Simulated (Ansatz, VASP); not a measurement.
## ZrSi7 in VASP and in Ansatz

```
Zr Si
1.0
     5.40012    0.00000    0.00000
    -2.70006    4.67664    0.00000
     0.00000    0.00000    4.95943
Zr Si
1 7
Direct
  0.00000 0.00000 0.00000
  0.48738 0.97476 0.00000
  0.48738 0.51262 0.00000
  0.02524 0.51262 0.00000
  0.33814 0.16907 0.50000
  0.83093 0.16907 0.50000
  0.83093 0.66186 0.50000
  0.33333 0.66667 0.50000
```

Change from the starting cell: species swapped into the Mg7Sn type (P-6m2, No. 187).

Alike in both runs: functional PBE; k mesh 6 × 6 × 6; occupations gaussian, width 0.1 eV; no spin polarisation.

Ansatz relaxed the structure, and its values are those at the end. VASP's run is a single point on that final structure, the one shown.

|  | VASP | Ansatz |
| --- | --- | --- |
| version | VASP 6.6.1 | Ansatz 0.2.0 |
| potentials or method | VASP PAW PBE potentials, release 64 (Zr_sv, Si), cutoff 520 eV | scalar-relativistic, plane waves, PAW |
| valence electrons in the cell | 40 | 40 |

|  | VASP | Ansatz | Ansatz less VASP |
| --- | --- | --- | --- |
| gap on the k mesh at the Fermi level (eV) | none | none | - |
| pressure (GPa) | 0.0 | 0.0 | +0.01 |

A gap of «none» marks a metal or a gap that the smearing closes.
